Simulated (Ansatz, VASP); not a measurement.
**One calculation of K, two programs**

Contents of INCAR:

```
PREC = Accurate ; ENCUT = 520
EDIFF = 1E-7 ; ISMEAR = 0
SIGMA = 0.15 ; LREAL = F
LASPH = T ; NELM = 80
ALGO = Fast ; ISIF = 2
LWAVE = F ; LCHARG = F
GGA = PE ; NBANDS = 10
```

KPOINTS

```
Automatic mesh
0
Gamma
  14 14 14
```

File POSCAR:

```
K
1.0
   -2.6572700000      2.6572700000      2.6965400000
    2.6572700000     -2.6572700000      2.6965400000
    2.6572700000      2.6572700000     -2.6965400000
K
1
Direct
    0.0000000000      0.0000000000      0.0000000000
```

Input for Ansatz:

```yaml
crystal:
  lattice:
    - [-2.65727, 2.65727, 2.69654]
    - [2.65727, -2.65727, 2.69654]
    - [2.65727, 2.65727, -2.69654]
  atoms:
    - { symbol: K, position: [0.0, 0.0, 0.0] }
basis:
  ecutwfc: 420
kpoints:
  mp_grid: { grid: [14, 14, 14] }
hamiltonian:
  xc: pbe
scf:
  occupations: { method: gaussian, width: 0.15 }
output:
  forces: true
  stress: true
  eigenvalues: true
```

Change from the starting cell: strain +0.015 along x and y, +0.030 along z, atoms carried along.

Alike in both runs: task single point; functional PBE; k mesh 14 × 14 × 14; occupations gaussian, width 0.15 eV; no spin polarisation.

```csv
,VASP,Ansatz
version,VASP 6.6.1,Ansatz 0.2.0
potentials or method,"VASP PAW PBE potentials, release 64 (K_sv), cutoff 520 eV","scalar-relativistic, plane waves, PAW"
valence electrons in the cell,9,9
```

```csv
,VASP,Ansatz,Ansatz less VASP
gap on the k mesh at the Fermi level (eV),none,none,-
pressure (GPa),-0.1,-0.1,+0.01
```

A gap of «none» marks a metal or a gap that the smearing closes. With one functional, cell and mesh, what is left measures potentials, basis and numerics.
